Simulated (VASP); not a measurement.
The system is TiAl.

```
CELL_PARAMETERS angstrom
2.92350 0.00000 0.00000
-1.46175 2.53182 0.00000
0.00000 0.00000 4.76983
ATOMIC_POSITIONS crystal
Ti 0.00000 0.00000 0.00000
Al 0.33333 0.66667 0.50000
```

Base run:

| Quantity | Value |
| --- | --- |
| Program | VASP 6.6.1 |
| Functional | PBE |
| Potentials or basis | VASP PAW PBE potentials, release 64 (Ti_sv, Al) |
| Cutoff | 520 eV |
| k mesh | 11 × 11 × 6 |
| Occupations | fermi-dirac, width 0.05 eV |
| Spin | no spin polarisation |

Its results: pressure -5.3 GPa.

Question: The run is repeated on the same cell with these changes: functional from PBE to PBEsol. What comes out?

Answer: Pressure -8.1 GPa.

PBEsol binds more tightly than PBE, so the same cell stands under less pressure.

Caveats: the PAW data sets were made with another functional, which shifts forces and pressure a little (some runs).
